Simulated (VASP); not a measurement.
Wanted: the native input for a VASP 6.6.1 run.

- Task: single point
- Functional: PBE
- Dispersion: D3(BJ)
- Potentials or basis: VASP PAW PBE potentials, release 64 (O_h)
- Cutoff: 1000 eV
- k mesh: 1 × 1 × 1
- Occupations: fermi-dirac, width 0.02 eV
- Spin: collinear spin, ferromagnetic start
- Starting moments: [1.0, 1.0, 1.0, 1.0, 1.0, 1.0, 1.0, 1.0, 1.0, 1.0, 1.0, 1.0, 1.0, 1.0, 1.0, 1.0, 1.0, 1.0, 1.0, 1.0, 1.0, 1.0, 1.0, 1.0] μB
- Dipole correction: no
- Further INCAR settings: LREAL = Auto; ALGO = Normal; EDIFF = 1e-06; NBANDS = 94

The structure of O lies in POSCAR:

```
O
1.0
    7.6699000000      0.0000000000      0.0000000000
    0.0000000000      7.6699000000      0.0000000000
    0.0000000000      0.0000000000      7.6699000000
O
24
Direct
    0.8795029922      0.3780101435      0.2813596005
    0.8638052647      0.2363264189      0.3546851980
    0.4467072582      0.6717558247      0.8374815839
    0.3902788824      0.7510137029      0.7075059649
    0.6778967131      0.0315127968      0.6573618952
    0.5457567895      0.0781626879      0.5929542758
    0.6699044316      0.6720556982      0.2058957744
    0.5500593228      0.7718744703      0.1695589251
    0.0998970000      0.5368127355      0.9095816112
    0.1421530920      0.4669291647      0.7724351035
   -0.0763504087      0.8130484100      0.3850376146
    0.0552288817      0.7356028110      0.4396537113
    0.7375976219      0.4466811823      0.6894353251
    0.7467763595      0.5848576905      0.6183652981
    0.2400552810      0.0656331895      0.1715015841
    0.2322455312     -0.0377188751      0.0513435638
    0.3869541976      0.4320134552      0.4790544857
    0.2798471949      0.4375545965      0.3579577309
    0.5930846556      0.1803674103      0.1243301738
    0.5733712304      0.2170432470     -0.0260238074
    0.8717453943      0.9474047902      0.0323341895
    0.9152400944      0.8390461414     -0.0728953441
    0.1687114565      0.0684233171      0.7200093873
    0.1759344972      0.1213835904      0.5739579395
```

One way to write it, as run:

INCAR

```
PREC = Accurate
ENCUT = 1000
EDIFF = 1E-6
ISMEAR = -1
SIGMA = 0.02
LREAL = Auto
LASPH = True
NELM = 200
ALGO = Normal
ISIF = 2
LWAVE = False
LCHARG = True
ISPIN = 2
MAGMOM = 1 1 1 1 1 1 1 1 1 1 1 1 1 1 1 1 1 1 1 1 1 1 1 1
LORBIT = 11
GGA = PE
IVDW = 12
LELF = True
LVHAR = True
NBANDS = 94
GGA_COMPAT = False
```

KPOINTS

```
regular mesh
0
Gamma
  1 1 1
```

Potentials or basis: VASP PAW PBE potentials, release 64 (O_h).

Launch:

```bash
$ cat potpaw_PBE.64/O_h/POTCAR > POTCAR
$ mpirun -np 1 vasp_gam > vasp.out
```

It gave:

```
Pressure                                              : 1.4 GPa
Largest force                                         : 2.852 eV/Å
Net moment                                            : 24.00 μB per cell
Site moments                                          : O +0.62, +0.63 (each value once) μB
Valence electrons inside the program's atomic spheres : O 3.30, 3.29, 3.34, 3.31, 3.33, 3.32 (each value once)
Dispersion energy per atom                            : -0.041 eV
```

Caveat: the k points lie up to 0.82 Å⁻¹ apart, too coarse for converged energies, forces and pressures; the atoms stand as in a frame of molecular dynamics.

Wall time 3.6 min on 1 thread of AMD EPYC 9R14 (Zen 4), with other jobs on the host, peak memory 1.2 GiB.
